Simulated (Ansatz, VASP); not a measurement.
ZnS in VASP and in Ansatz

```
Zn S
1.0
     0.00000    2.64684    2.64684
     2.64684    0.00000    2.64684
     2.64684    2.64684    0.00000
Zn S
1 1
Direct
  0.75000 0.75000 0.75000
  0.00000 0.00000 0.00000
```

Alike in both runs: task single point; functional BLYP; k mesh 9 × 9 × 9; occupations fermi-dirac, width 0.05 eV; no spin polarisation.

|  | VASP | Ansatz |
| --- | --- | --- |
| version | VASP 6.6.1 | Ansatz 0.2.0 |
| potentials or method | VASP PAW PBE potentials, release 64 (Zn, S) | Ansatz PAW |
| plane-wave cutoff (eV) | 520 | 420 |
| valence electrons in the cell | 18 | 18 |

Ansatz gave:

- gap on the k mesh at the Fermi level (eV): 2.38
- least direct gap on the mesh (eV): 2.38
- pressure (GPa): 11.3

Task: Estimate VASP's values.

Result: gap on the k mesh at the Fermi level (eV): 2.42; least direct gap on the mesh (eV): 2.42; pressure (GPa): 11.5.

VASP's potentials were made for PBE, not for BLYP.

Noted on Ansatz's run: odd divisions of the mesh miss points on the zone boundary, where band edges often lie, so the gap on the mesh can be too wide.
